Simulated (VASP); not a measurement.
Set up this calculation in VASP 6.6.1, as the native input.

* Task: single point
* Functional: PBE
* Dispersion: D3(BJ)
* Potentials or basis: VASP PAW PBE potentials, release 64 (Al, As)
* Cutoff: 500 eV
* k mesh: 6 × 6 × 6
* Occupations: gaussian, width 0.1 eV
* Spin: no spin polarisation
* Dipole correction: no
* Further INCAR settings: ALGO = Normal; EDIFF = 1e-06; NBANDS = 11

The structure of AlAs lies in POSCAR:

```
AlAs
1.0
    0.0000000000      2.8304000000      2.8304000000
    2.8304000000      0.0000000000      2.8304000000
    2.8304000000      2.8304000000      0.0000000000
Al As
1 1
Direct
    0.0000000000      0.0000000000      0.0000000000
    0.7500000000      0.7500000000      0.7500000000
```

These files were run (other wordings do the same):

INCAR

```
SYSTEM = AlAs
PREC = Accurate ; ENCUT = 500
EDIFF = 1E-6 ; ISMEAR = 0
SIGMA = 0.1 ; LREAL = .False.
LASPH = .True. ; NELM = 120
ALGO = Normal ; ISIF = 2
LWAVE = .False. ; LCHARG = .False.
GGA = PE ; IVDW = 12
NBANDS = 11 ; GGA_COMPAT = .False.
```

KPOINTS

```
regular mesh
0
Gamma
  6 6 6
  0 0 0
```

Potentials or basis: VASP PAW PBE potentials, release 64 (Al, As).

The run is started by

```console
$ cat potpaw_PBE.64/Al/POTCAR potpaw_PBE.64/As/POTCAR > POTCAR
$ mpirun -np 1 vasp_std > vasp.out
```

It gave:

The pressure is 0.4 GPa, the band gap on the k mesh is 1.43 eV, indirect (least direct gap 2.06 eV) and the dispersion energy per atom is -0.317 eV.

It took 8.3 s on 1 thread of Intel(R) Xeon(R) Platinum 8259CL CPU @ 2.50GHz (Skylake/Cascade Lake) (shared host), peak memory 0.17 GiB.
